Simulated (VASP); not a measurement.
Set up this calculation in VASP 6.6.1, as the native input.

```
Task                   : single point
Functional             : PBE
Potentials or basis    : VASP PAW PBE potentials, release 64 (Hf_pv)
Cutoff                 : 400 eV
k mesh                 : 6 × 6 × 1
Occupations            : gaussian, width 0.1 eV
Spin                   : no spin polarisation
Dipole correction      : yes
Further INCAR settings : ALGO = Normal; EDIFF = 1e-06; NBANDS = 11; NELMDL = -8
```

The structure of Hf lies in POSCAR:

```
Hf
1.0
    3.1025000000      0.0000000000      0.0000000000
   -1.5512500000      2.6868440000      0.0000000000
    0.0000000000      0.0000000000     14.0000000000
Hf
1
Direct
    0.0000000000      0.0000000000      0.5000000000
```

One way to write it, as run:

INCAR

```
SYSTEM = Hf
PREC = Accurate
ENCUT = 400
EDIFF = 1E-6
ISMEAR = 0
SIGMA = 0.1
LREAL = .FALSE.
LASPH = .TRUE.
NELM = 120
ALGO = Normal
ISIF = 2
LWAVE = .FALSE.
LCHARG = .FALSE.
LDIPOL = .TRUE.
IDIPOL = 3
DIPOL = 0.5 0.5 0.500
GGA = PE
NBANDS = 11
GGA_COMPAT = .FALSE.
NELMDL = -8
```

KPOINTS

```
regular mesh
0
G
  6 6 1
  0 0 0
```

Potentials or basis: VASP PAW PBE potentials, release 64 (Hf_pv).

Command:

```console
$ cat potpaw_PBE.64/Hf_pv/POTCAR > POTCAR
$ mpirun -np 1 vasp_std > vasp.out
```

Results of the run:

```json
{"Band gap on the k mesh": "zero (band 5 reaches -2.21 eV, above the bottom of band 6 at -2.36 eV)"}
```

Caveat: the k points lie up to 0.39 Å⁻¹ apart; spin-orbit coupling is left out, which moves the levels of the heavy elements.

It took 12 s on 1 thread of Intel(R) Xeon(R) 6975P-C (Granite Rapids) (shared host), peak memory 0.17 GiB.
